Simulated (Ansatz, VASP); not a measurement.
**Zn in VASP and in Ansatz**

```
Zn
1.0
     2.62878    0.00000    0.00000
    -1.31439    2.27659    0.00000
     0.00000    0.00000    4.87984
Zn
2
Direct
  0.33333 0.66667 0.25000
  0.66667 0.33333 0.75000
```

Change from the starting cell: volume scaled by 0.96, crystal datasets.

Alike in both runs: task electric field gradients; functional PBEsol; k mesh 16 × 16 × 8; occupations fermi-dirac, width 0.03 eV; no spin polarisation.

```csv
,VASP,Ansatz
version,VASP 6.6.1,Ansatz 0.2.0
potentials or method,"VASP PAW PBE potentials, release 64 (Zn), cutoff 520 eV","all-electron PAW with datasets made for the crystal, scalar-relativistic"
```

Ansatz gave:

| Item | Value |
| --- | --- |
| pressure (GPa) | -2.6 |
| traceless stress, the component that is largest in VASP (GPa) | -0.41 |
| size of Vzz on the site where it differs most (V/Å²) | 39.8 |

Question: Which values does VASP return?

Answer: Pressure (GPa): -2.2; traceless stress, the component that is largest in VASP (GPa): -0.55; size of Vzz on the site where it differs most (V/Å²): 40.4.

VASP's potentials were made for PBE, not for PBEsol. Ansatz ran all-electron here, and VASP with PAW potentials.
